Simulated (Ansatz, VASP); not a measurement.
**BAs in VASP and in Ansatz**

The input POSCAR:

```
BAs
1.0
    3.3244573618      0.0000000000      0.0000000000
   -1.6622286809      2.8790645291      0.0000000000
    0.0000000000      0.0000000000      8.6370288605
B As
2 2
Direct
    0.3333333333      0.6666666667      0.2500000000
    0.6666666667      0.3333333333      0.7500000000
    0.6666666667      0.3333333333      0.2500000000
    0.3333333333      0.6666666667      0.7500000000
```

Contents of INCAR.step1:

```
SYSTEM = BAs
ALGO = Normal
EDIFF = 1E-4
ENCUT = 520
GGA = PE
ISMEAR = 0
LASPH = .TRUE.
LCHARG = .FALSE.
LREAL = .FALSE.
LWAVE = .TRUE.
NBANDS = 16
NELM = 60
PREC = Accurate
SIGMA = 0.01
```

INCAR.step2

```
SYSTEM = BAs
ALGO = Normal
EDIFF = 1E-6
ENCUT = 520
ISIF = 2
ISMEAR = 0
ISTART = 1
LASPH = .TRUE.
LCHARG = .FALSE.
LMIXTAU = .TRUE.
LREAL = .FALSE.
LWAVE = .FALSE.
METAGGA = R2SCAN
NBANDS = 16
NELM = 60
PREC = Accurate
SIGMA = 0.01
```

KPOINTS

```
k-points
0
G
  12 12 4
  0 0 0
```

Input for Ansatz:

```yaml
crystal:
  lattice:
    - [3.3244573618, 0.0, 0.0]
    - [-1.6622286809, 2.8790645291, 0.0]
    - [0.0, 0.0, 8.6370288605]
  atoms:
    - { symbol: B, position: [0.3333333333, 0.6666666667, 0.25] }
    - { symbol: B, position: [0.6666666667, 0.3333333333, 0.75] }
    - { symbol: As, position: [0.6666666667, 0.3333333333, 0.25] }
    - { symbol: As, position: [0.3333333333, 0.6666666667, 0.75] }
kpoints:
  mp_grid: { grid: [12, 12, 4] }
  band_path:
    path:
      - [0.0, 0.0, 0.0]
      - [0.5, 0.0, 0.0]
      - [0.3333333333, 0.3333333333, 0.0]
      - [0.0, 0.0, 0.5]
      - [0.5, 0.0, 0.5]
      - [0.3333333333, 0.3333333333, 0.5]
      - [0.3666666667, 0.2666666667, 0.0]
      - [0.30599, 0.30599, 0.0]
    npoints: 1
hamiltonian:
  xc: r2scan
scf:
  occupations: { method: fixed }
  n_extra_bands: 5
output:
  forces: true
  stress: true
  eigenvalues: true
```

Change from the starting cell: hydrostatic strain -1.2%.

Alike in both runs: task single point; functional r2SCAN; k mesh 12 × 12 × 4; no spin polarisation.

|  | VASP | Ansatz |
| --- | --- | --- |
| version | VASP 6.6.1 | Ansatz 0.2.0 |
| potentials or method | VASP PAW PBE potentials, release 64 (B, As) | plane waves, PAW |
| plane-wave cutoff (eV) | 520 | 500 |
| occupations | gaussian, width 0.01 eV | fixed |
| valence electrons in the cell | 16 | 36 |

|  | VASP | Ansatz | Ansatz less VASP |
| --- | --- | --- | --- |
| gap on the k mesh at the Fermi level (eV) | 0.92 | 0.92 | 0.000 |
| pressure (GPa) | 3.8 | 3.5 | -0.31 |
| traceless stress, the component that is largest in VASP (GPa) | -3.73 | -3.40 | +0.334 |

VASP's potentials were made for PBE, not for r2SCAN. VASP's potentials hold 16 valence electrons a cell and Ansatz's 36, so a difference there can come from the potentials and not from the codes.
